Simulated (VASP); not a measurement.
Runs of VASP 6.6.1 on Rh. The structure is that of space group Fm-3m (No. 225), or close to it. The cells are those of the table. 

| cell | further INCAR settings | gap on the mesh (eV) | pressure (GPa) |
| --- | --- | --- | --- |
| a = 2.730, b = 2.730, c = 2.689 Å, angles 60.5, 60.5, 59.0°, 1 atom | ALGO = Fast; EDIFF = 1e-06; NBANDS = 14 | none | (a) |
| a = 2.690, b = 2.690, c = 2.730 Å, angles 59.5, 59.5, 61.0°, 1 atom | ALGO = Fast; EDIFF = 1e-06; NBANDS = 14 | none | (c) |
| a = 2.710, b = 2.710, c = 2.649 Å, angles 60.7, 60.7, 58.5°, 1 atom | ALGO = Fast; EDIFF = 1e-07; NBANDS = 14 | none | -4.6 |
| a = 2.670, b = 2.670, c = 2.730 Å, angles 59.3, 59.3, 61.5°, 1 atom | ALGO = Fast; EDIFF = 1e-06; NBANDS = 14 | none | -4.7 |
| a = 2.750, b = 2.750, c = 2.730 Å, angles 60.2, 60.2, 59.5°, 1 atom | ALGO = Fast; EDIFF = 1e-06; NBANDS = 14 | none | -18.7 |
| a = 2.690, b = 2.690, c = 2.649 Å, angles 60.5, 60.5, 59.0°, 1 atom | ALGO = Fast; EDIFF = 1e-06; NBANDS = 14 | none | -0.7 |
| a = 2.710, b = 2.710, c = 2.770 Å, angles 59.3, 59.3, 61.5°, 1 atom | ALGO = Fast; EDIFF = 1e-06; NBANDS = 14 | none | (b) |
| a = 2.709, b = 2.709, c = 2.730 Å, angles 59.8, 59.8, 60.5°, 1 atom | ALGO = Fast; EDIFF = 1e-06; NBANDS = 14 | none | -12.6 |

Alike in all rows: task single point; level PBEsol; potentials or basis VASP PAW PBE potentials, release 64 (Rh_pv); no spin polarisation; k mesh 22 × 22 × 22; cutoff (eV) 520; smearing gaussian 0.15 eV.

**Question.** Fill in the values left out.

**Answer.** (a) -12.4; (b) -15.4; (c) -8.9.

Caveats: the PAW data sets were made with another functional, which shifts forces and pressure a little; the cell stands under tension (at least some runs).

A k mesh can miss the band edges, and the runs leave out spin-orbit coupling on Rh.

A gap of «none» marks levels without a gap at the run's occupations.
